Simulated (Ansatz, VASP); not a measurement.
Pb in VASP and in Ansatz

INCAR

```
SYSTEM = Pb
ALGO = Fast
EDIFF = 1E-6
ENCUT = 520
GGA = CA
ISIF = 2
ISMEAR = -1
LASPH = .TRUE.
LCHARG = .TRUE.
LELF = .TRUE.
LREAL = .FALSE.
LVHAR = .TRUE.
LWAVE = .FALSE.
NBANDS = 21
NELM = 60
PREC = Accurate
SIGMA = 0.05
```

File KPOINTS:

```
k-points
0
G
  9 9 5
  0 0 0
```

POSCAR

```
Pb
1.0
    3.0386068135     -1.7503199600      0.0000000000
    3.0386068135      1.7503199600      0.0000000000
   -2.1154626375      0.0000000000      6.0952248674
Pb
2
Direct
    0.9085084100      0.9085084100      0.7262922000
    0.0914915900      0.0914915900      0.2737078000
```

The input input.yaml:

```yaml
crystal:
  lattice:
    - [3.0386068135, -1.75031996, 0.0]
    - [3.0386068135, 1.75031996, 0.0]
    - [-2.1154626375, 0.0, 6.0952248674]
  atoms:
    - { symbol: Pb, position: [0.90850841, 0.90850841, 0.7262922] }
    - { symbol: Pb, position: [0.09149159, 0.09149159, 0.2737078] }
kpoints:
  mp_grid: { grid: [9, 9, 5] }
scf:
  occupations: { method: fermi_dirac, width: 0.05 }
hamiltonian:
  xc: lda
  pseudopotentials: { kind: all_electron, lapw: { basis_error: 0.001 } }
output:
  forces: true
  stress: true
  eigenvalues: true
```

Alike in both runs: task single point; functional LDA; k mesh 9 × 9 × 5; occupations fermi-dirac, width 0.05 eV; no spin polarisation.

```csv
,VASP,Ansatz
version,VASP 6.6.1,Ansatz 0.2.0
potentials or method,"VASP PAW LDA potentials, release 64 (Pb_d), cutoff 520 eV","all-electron LAPW, scalar-relativistic"
```

Ansatz gave:

| Item | Value |
| --- | --- |
| gap on the k mesh at the Fermi level (eV) | none |
| pressure (GPa) | -3.2 |
| traceless stress, the component that is largest in VASP (GPa) | -0.10 |
| rms of the force components (eV/Å) | 0.102 |

What did VASP give for the same quantities?

gap on the k mesh at the Fermi level (eV): none; pressure (GPa): -3.2; traceless stress, the component that is largest in VASP (GPa): -0.09; rms of the force components (eV/Å): 0.099.

LDA's correlation is that of Perdew and Zunger in VASP and of Perdew and Wang (1992) in Ansatz. Atom by atom the forces differ by 0.003 eV/Å (rms over components). A gap of «none» marks a metal or a gap that the smearing closes. Ansatz ran all-electron here, and VASP with PAW potentials.

Spin-orbit coupling is off throughout.
